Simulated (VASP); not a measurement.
# MgO (P6_3/mmc) in VASP: a series of runs, part 2 of 2

VASP 6.6.1.

### Step 3. Single point, PBE (volume 10.653 Å^3 an atom, c/a of the conventional cell 1.1291)

File INCAR:

```
SYSTEM = MgO
PREC = Accurate ; ENCUT = 520
EDIFF = 1E-6 ; ISMEAR = 0
SIGMA = 0.05 ; LREAL = .False.
LASPH = .True. ; NELM = 60
ALGO = Normal ; ISIF = 2
LWAVE = .False. ; LCHARG = .False.
GGA = PE ; NBANDS = 16
```

File KPOINTS:

```
regular mesh
0
Gamma
  9 9 6
  0 0 0
```

File POSCAR:

```
MgO
1.0
    3.5190299231      0.0000000000      0.0000000000
   -1.7595149616      3.0475693100      0.0000000000
    0.0000000000      0.0000000000      3.9733366861
Mg O
2 2
Direct
    0.6666666667      0.3333333333      0.7500000000
    0.3333333333      0.6666666667      0.2500000000
    0.6666666667      0.3333333333      0.2500000000
    0.3333333333      0.6666666667      0.7500000000
```

Potentials or basis: VASP PAW PBE potentials, release 64 (Mg, O).

Launch:

```
$ cat potpaw_PBE.64/Mg/POTCAR potpaw_PBE.64/O/POTCAR > POTCAR
$ mpirun -np 1 vasp_std > vasp.out
```

OUTCAR:

```text
SYSTEM = MgO
   PREC = Accurate
   ENCUT = 520
   EDIFF = 1E-6
   ISMEAR = 0
   LREAL = .False.
   LASPH = .True.
   NELM = 60
   ISIF = 2
   GGA = PE

 ion  position               nearest neighbor table
   1  0.667  0.333  0.750-   3 1.99   3 1.99   4 2.03   4 2.03   4 2.03   2 2.84   2 2.84   2 2.84
                             2 2.84   2 2.84   2 2.84
   2  0.333  0.667  0.250-   4 1.99   4 1.99   3 2.03   3 2.03   3 2.03   1 2.84   1 2.84   1 2.84
                             1 2.84   1 2.84   1 2.84
   3  0.667  0.333  0.250-   1 1.99   1 1.99   2 2.03   2 2.03   2 2.03
   4  0.333  0.667  0.750-   2 1.99   2 1.99   1 2.03   1 2.03   1 2.03

  LATTYP: Found a hexagonal cell.
 ALAT       =     3.5190299231
 C/A-ratio  =     1.1291000000

  Lattice vectors:

 A1 = (   3.5190299231,   0.0000000000,   0.0000000000)
 A2 = (  -1.7595149616,   3.0475693100,   0.0000000000)
 A3 = (   0.0000000000,   0.0000000000,   3.9733366861)

Analysis of symmetry for initial positions (statically):
=====================================================================
 Subroutine PRICEL returns:
 Original cell was already a primitive cell.

 Routine SETGRP: Setting up the symmetry group for a
 hexagonal supercell.

 Subroutine GETGRP returns: Found 24 space group operations
 (whereof 12 operations were pure point group operations)
 out of a pool of 24 trial point group operations.

The static configuration has the point symmetry D_3d.
 The point group associated with its full space group is D_6h.

Analysis of symmetry for dynamics (positions and initial velocities):
=====================================================================
 Subroutine PRICEL returns:
 Original cell was already a primitive cell.

 Routine SETGRP: Setting up the symmetry group for a
 hexagonal supercell.

 Subroutine GETGRP returns: Found 24 space group operations
 (whereof 12 operations were pure point group operations)
 out of a pool of 24 trial point group operations.

The dynamic configuration has the point symmetry D_3d.
 The point group associated with its full space group is D_6h.
[... 126 lines left out ...]
  Thomas-Fermi vector in A             =   2.317338
   LORBIT       =      0    0 simple, 1 ext, 2 COOP (PROOUT), +10 PAW based schemes
   GGA     = PE    functional components
   LHFCALC =     F    Hartree Fock is set to
   AEXX    =    0.0000 exact exchange contribution
   IVDW    =     0    specifies the selected vdW correction
   LEPSILON=     F    determine dielectric tensor
   LRPA    =     F    only Hartree local field effects (RPA)
 non-spin polarized calculation
 Gauss-broadening in eV      SIGMA  =   0.05
  energy-cutoff  :      520.00
  volume of cell :       42.61
 maximum number of plane-waves:      1173
 NGX is ok and might be reduce to    28
   NGX = 13   NGY = 13   NGZ = 15

 number of electron      15.9999990 magnetization

 Free energy of the ion-electron system (eV)
  ---------------------------------------------------
  ext. energy  EPLUGINS =         0.00000000
  ---------------------------------------------------
  free energy    TOTEN  =       -23.51047010 eV

  energy without entropy =      -23.51047010  energy(sigma->0) =      -23.51047010

 E-fermi :   2.3823     XC(G=0): -10.1924

 val. band max:        2.1097730874   @ k =   0.0000   0.0000   0.0000
 cond. band min:       5.7664889016   @ k =   0.0000   0.0000   0.0000
 fundamental gap:      3.6567158142
 Fermi energy:         2.3822611547

 k-point     1 :       0.0000    0.0000    0.0000
  band No.  band energies     occupation
      1     -14.9072      2.00000
      2     -13.3320      2.00000
      3      -1.4155      2.00000
      4       0.2931      2.00000
      5       0.2931      2.00000
      6       1.4143      2.00000
[... 433 lines left out ...]
      3      -1.4640      2.00000
      4      -0.6996      2.00000
      5      -0.6996      2.00000
      6       1.0247      2.00000
[... 8 lines left out ...]
     15      16.9505      0.00000
     16      19.0543      0.00000

 [... further k-points ...]

------------------------ aborting loop because EDIFF is reached ----------------------------------------

  FORCE on cell =-STRESS in cart. coord.  units (eV):
  Direction    XX          YY          ZZ          XY          YZ          ZX
  --------------------------------------------------------------------------------------
  -------------------------------------------------------------------------------------
  Total        1.3196940      1.3196940      5.6890645     -0.0000000      0.0000000      0.0000000
  in kB       49.6194462     49.6194462    213.9043015     -0.0000000      0.0000000      0.0000000
  external PRESSURE =     104.3810646 kB  Pullay stress =       0.0000000 kB

 VOLUME and BASIS-vectors are now :
 -----------------------------------------------------------------------------
  energy-cutoff  :      520.00
  volume of cell :       42.61
      direct lattice vectors                 reciprocal lattice vectors
     3.519029923  0.000000000  0.000000000     0.284169223  0.164065178  0.000000000
    -1.759514962  3.047569310  0.000000000     0.000000000  0.328130355  0.000000000
     0.000000000  0.000000000  3.973336686     0.000000000  0.000000000  0.251677640

 POSITION                                       TOTAL-FORCE (eV/Angst)
 -----------------------------------------------------------------------------------
      1.75951      1.01586      2.98000         0.000000      0.000000      0.000000
     -0.00000      2.03171      0.99333        -0.000000     -0.000000      0.000000
      1.75951      1.01586      0.99333        -0.000000      0.000000      0.000000
     -0.00000      2.03171      2.98000         0.000000     -0.000000      0.000000
 -----------------------------------------------------------------------------------
    total drift:                               -0.000000      0.000000     -0.000000

  FREE ENERGIE OF THE ION-ELECTRON SYSTEM (eV)
  ---------------------------------------------------
  free  energy   TOTEN  =       -23.5104701009 eV

  energy  without entropy=      -23.5104701009  energy(sigma->0) =      -23.51047010
```

OSZICAR:

```text
N       E                     dE             d eps       ncg     rms          rms(c)
DAV:   1     0.616818877927E+02    0.61682E+02   -0.76143E+03  1544   0.896E+02
DAV:   2    -0.237276259743E+02   -0.85410E+02   -0.77884E+02  2112   0.197E+02
DAV:   3    -0.276470291442E+02   -0.39194E+01   -0.39079E+01  1800   0.433E+01
DAV:   4    -0.276634893728E+02   -0.16460E-01   -0.16460E-01  1856   0.325E+00
DAV:   5    -0.276635704116E+02   -0.81039E-04   -0.81039E-04  1816   0.220E-01    0.114E+01
DAV:   6    -0.235831925390E+02    0.40804E+01   -0.10290E+01  1656   0.251E+01    0.345E+00
DAV:   7    -0.235327008961E+02    0.50492E-01   -0.14883E-01  1576   0.305E+00    0.214E+00
DAV:   8    -0.235124190416E+02    0.20282E-01   -0.93506E-02  1648   0.325E+00    0.524E-01
DAV:   9    -0.235096055693E+02    0.28135E-02   -0.84979E-03  1944   0.813E-01    0.113E-01
DAV:  10    -0.235104528482E+02   -0.84728E-03   -0.84368E-04  1552   0.213E-01    0.396E-02
DAV:  11    -0.235104700575E+02   -0.17209E-04   -0.29780E-05  1712   0.462E-02    0.200E-02
DAV:  12    -0.235104701009E+02   -0.43452E-07   -0.87100E-06  1544   0.223E-02
   1 F= -.23510470E+02 E0= -.23510470E+02  d E =-.733258E-17
```

Wall time 36 s (1 thread of Intel Xeon 8259CL, shared host); peak memory 0.17 GiB.

What came out:

| Quantity | Value |
| --- | --- |
| Free energy | -23.5105 eV |
| Pressure | 10.4 GPa |
| Band gap on the k mesh | 3.66 eV, direct |

Stress tensor (GPa, compression positive):
```
 4.96  0.00  0.00
 0.00  4.96  0.00
 0.00  0.00 21.39
```

### Step 4. Single point, PBE (volume 10.653 Å^3 an atom, c/a of the conventional cell 1.1659)

File INCAR:

```
PREC     = Accurate       # precision mode
ENCUT    = 520            # plane-wave cutoff, eV
EDIFF    = 1E-6           # SCF threshold, eV
ISMEAR   = 0              # smearing method
SIGMA    = 0.05           # smearing width, eV
LREAL    = F              # projectors in reciprocal space
LASPH    = T              # aspherical terms in the spheres
NELM     = 60             # most SCF steps
ALGO     = Normal         # electronic algorithm
ISIF     = 2              # what is computed and relaxed
LWAVE    = F              # write WAVECAR
LCHARG   = F              # write CHGCAR
GGA      = PE             # functional
NBANDS   = 16             # bands
```

File KPOINTS:

```
regular mesh
0
Gamma
  9 9 6
```

File POSCAR:

```
MgO
1.0
    3.4816089875      0.0000000000      0.0000000000
   -1.7408044938      3.0151618292      0.0000000000
    0.0000000000      0.0000000000      4.0592079186
Mg O
2 2
Direct
    0.6666666667      0.3333333333      0.7500000000
    0.3333333333      0.6666666667      0.2500000000
    0.6666666667      0.3333333333      0.2500000000
    0.3333333333      0.6666666667      0.7500000000
```

Launch:

```
$ cat potpaw_PBE.64/Mg/POTCAR potpaw_PBE.64/O/POTCAR > POTCAR
$ mpirun -np 1 vasp_std > vasp.out
```

It took 36 s on 1 thread of Intel Xeon 8259CL, shared host; peak memory 0.18 GiB.

Results (log left out):

- Free energy: -23.5790 eV
- Pressure: 9.3 GPa
- Band gap on the k mesh: 3.63 eV, direct

Stress tensor (GPa, compression positive):
```
 6.66  0.00  0.00
 0.00  6.66  0.00
 0.00  0.00 14.52
```

Levels at points of the mesh, in eV from the valence-band top:
```csv
k point,band 5,band 6,band 7,band 8,band 9,band 10,band 11,band 12
"(0.00, 0.00, 0.00)",-1.81,-0.78,-0.78,0.00,3.63,9.90,12.62,12.62
"(0.00, 0.00, 0.50)",-1.32,-1.32,-1.32,-1.32,6.70,6.70,12.97,12.97
```

### Step 5. Single point, PBE (volume 10.653 Å^3 an atom, c/a of the conventional cell 1.2837)

File INCAR:

```
SYSTEM = MgO
PREC = Accurate ; ENCUT = 520
EDIFF = 1E-6 ; ISMEAR = 0
SIGMA = 0.05 ; LREAL = .FALSE.
LASPH = .TRUE. ; NELM = 80
ALGO = Normal ; ISIF = 2
LWAVE = .FALSE. ; LCHARG = .FALSE.
GGA = PE ; NBANDS = 16
```

File KPOINTS:

```
regular mesh
0
G
  9 9 6
  0 0 0
```

File POSCAR:

```
MgO
1.0
    3.3716766255      0.0000000000      0.0000000000
   -1.6858383128      2.9199576110      0.0000000000
    0.0000000000      0.0000000000      4.3282212841
Mg O
2 2
Direct
    0.6666666667      0.3333333333      0.7500000000
    0.3333333333      0.6666666667      0.2500000000
    0.6666666667      0.3333333333      0.2500000000
    0.3333333333      0.6666666667      0.7500000000
```

Launch:

```
$ cat potpaw_PBE.64/Mg/POTCAR potpaw_PBE.64/O/POTCAR > POTCAR
$ mpirun -np 1 vasp_std > vasp.out
```

Wall time 36 s (1 thread of Intel Xeon 8259CL, shared host); peak memory 0.18 GiB.

The run converged. Its results:

| Item | Value |
| --- | --- |
| Free energy | -23.5295 eV |
| Pressure | 9.7 GPa |
| Band gap on the k mesh | 3.54 eV, direct |

Stress tensor (GPa, compression positive):
```
13.92  0.00  0.00
 0.00 13.92  0.00
 0.00  0.00  1.27
```

Levels at points of the mesh, in eV from the valence-band top:
| k point | band 5 | band 6 | band 7 | band 8 | band 9 | band 10 | band 11 | band 12 |
| --- | --- | --- | --- | --- | --- | --- | --- | --- |
| (0.00, 0.00, 0.00) | -1.77 | -1.00 | -1.00 | 0.00 | 3.54 | 9.50 | 11.84 | 13.20 |
| (0.00, 0.00, 0.50) | -1.40 | -1.40 | -1.40 | -1.40 | 6.53 | 6.53 | 13.56 | 13.56 |

### Step 6. Single point, PBE (volume 10.653 Å^3 an atom, c/a of the conventional cell 1.2432)

File INCAR:

```
SYSTEM = MgO
ALGO = Normal
EDIFF = 1E-7
ENCUT = 520
GGA = PE
ISIF = 2
ISMEAR = 0
LASPH = .TRUE.
LCHARG = .FALSE.
LREAL = .FALSE.
LWAVE = .FALSE.
NBANDS = 16
NELM = 60
PREC = Accurate
SIGMA = 0.05
```

File KPOINTS:

```
k-points
0
G
  9 9 6
  0 0 0
```

File POSCAR:

```
MgO
1.0
    3.4078993660      0.0000000000      0.0000000000
   -1.7039496830      2.9513274245      0.0000000000
    0.0000000000      0.0000000000      4.2367004918
Mg O
2 2
Direct
    0.6666666667      0.3333333333      0.7500000000
    0.3333333333      0.6666666667      0.2500000000
    0.6666666667      0.3333333333      0.2500000000
    0.3333333333      0.6666666667      0.7500000000
```

Potentials or basis: VASP PAW PBE potentials, release 64 (Mg, O).

Launch:

```
$ cat potpaw_PBE.64/Mg/POTCAR potpaw_PBE.64/O/POTCAR > POTCAR
$ mpirun -np 1 vasp_std > vasp.out
```

Run time: 39 s. Hardware: 1 thread of Intel Xeon 8259CL, shared host; peak memory 0.18 GiB.

It converged, with:

* Free energy: -23.5840 eV
* Pressure: 9.0 GPa
* Band gap on the k mesh: 3.57 eV, direct

Stress tensor (GPa, compression positive):
```
11.13  0.00  0.00
 0.00 11.13  0.00
 0.00  0.00  4.67
```

Levels at points of the mesh, in eV from the valence-band top:
| k point | band 6 | band 7 | band 8 | band 9 | band 10 | band 11 |
| --- | --- | --- | --- | --- | --- | --- |
| (0.00, 0.00, 0.00) | -0.93 | -0.93 | 0.00 | 3.57 | 9.60 | 12.15 |
| (0.00, 0.00, 0.50) | -1.38 | -1.38 | -1.38 | 6.58 | 6.58 | 13.34 |

### Step 7. The runs side by side

```tsv
cell	gap on the mesh (eV)	pressure (GPa)
a = 3.445, b = 3.445, c = 4.147 Å, angles 90.0, 90.0, 120.0°, 4 atoms	3.60	8.8
a = 3.519, b = 3.519, c = 3.973 Å, angles 90.0, 90.0, 120.0°, 4 atoms	3.66	10.4
a = 3.482, b = 3.482, c = 4.059 Å, angles 90.0, 90.0, 120.0°, 4 atoms	3.63	9.3
a = 3.372, b = 3.372, c = 4.328 Å, angles 90.0, 90.0, 120.0°, 4 atoms	3.54	9.7
a = 3.408, b = 3.408, c = 4.237 Å, angles 90.0, 90.0, 120.0°, 4 atoms	3.57	9.0
```

Alike in all rows: task single point; level PBE; potentials or basis VASP PAW PBE potentials, release 64 (Mg, O); no spin polarisation; k mesh 9 × 9 × 6; cutoff (eV) 520; smearing gaussian 0.05 eV.

Absolute energies hang on the potentials; compare differences alone.
